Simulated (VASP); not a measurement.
Runs of VASP 6.6.1 on MnSb (zincblende type). The structure is that of space group F-43m (No. 216), or close to it. The cells are those of the table. 

| task | cell | gap on the mesh (eV) | pressure (GPa) | moment (μB) |
| --- | --- | --- | --- | --- |
| single point | a = 4.399 Å, angles 60.0°, 2 atoms | none | -0.9 | 4.00 |
| single point | a = 4.311 Å, angles 60.0°, 2 atoms | none | 2.0 | 4.00 |
| single point | a = 4.370 Å, angles 60.0°, 2 atoms | none | (a) | 4.00 |
| electric field gradients | a = 4.311 Å, angles 60.0°, 2 atoms | none | 2.0 | 4.00 |
| single point | a = 4.341 Å, angles 60.0°, 2 atoms | none | 0.9 | 4.00 |
| single point | a = 4.428 Å, angles 60.0°, 2 atoms | none | -1.7 | 4.00 |

Alike in all rows: level PBE; potentials or basis VASP PAW PBE potentials, release 64 (Mn_pv, Sb); spin collinear, ferromagnetic start; k mesh 10 × 10 × 10; cutoff (eV) 520; smearing fermi-dirac 0.03 eV.

Task: Fill in the values left out.

Result: (a) -0.1.

Caveats: spin-orbit coupling is left out, which moves the levels of the heavy elements; a cell with one magnetic atom can't hold antiferromagnetic order, which such compounds often take.

A k mesh can miss the band edges, and the runs leave out spin-orbit coupling on Sb.

A gap of «none» marks levels without a gap at the run's occupations.
